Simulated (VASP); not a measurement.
Crystal: MoS2.

```xyz
3
Lattice="3.1838 0.0000 0.0000 -1.5919 2.7573 0.0000 0.0000 0.0000 6.2272" Properties=species:S:1:pos:R:3 pbc="T T T"
Mo    0.0000    0.0000    3.1136
S     1.5919    0.9191    4.6372
S     0.0000    1.8382    1.5899
```

Base run:

| Property | Result |
| --- | --- |
| Program | VASP 6.6.1 |
| Functional | RPBE |
| Dispersion | D3(BJ) |
| Potentials or basis | VASP PAW PBE potentials, release 64 (Mo_sv, S) |
| Cutoff | 520 eV |
| k mesh | 9 × 9 × 4 |
| Occupations | fermi-dirac, width 0.05 eV |
| Spin | no spin polarisation |

Its results: band gap on the k mesh zero (band 13 reaches 8.20 eV, above the bottom of band 14 at 7.15 eV); pressure -9.1 GPa; largest force 0.453 eV/Å.

The run is repeated on the same cell with these changes: functional from RPBE to BLYP; dispersion from D3(BJ) to D4. What comes out?

Band gap on the k mesh zero (band 13 reaches 8.50 eV, above the bottom of band 14 at 7.44 eV); pressure 7.4 GPa; largest force 1.330 eV/Å.

Several settings changed at once, so the effect can't be laid on one alone.

Caveats: the PAW data sets were made with another functional, which shifts forces and pressure a little.
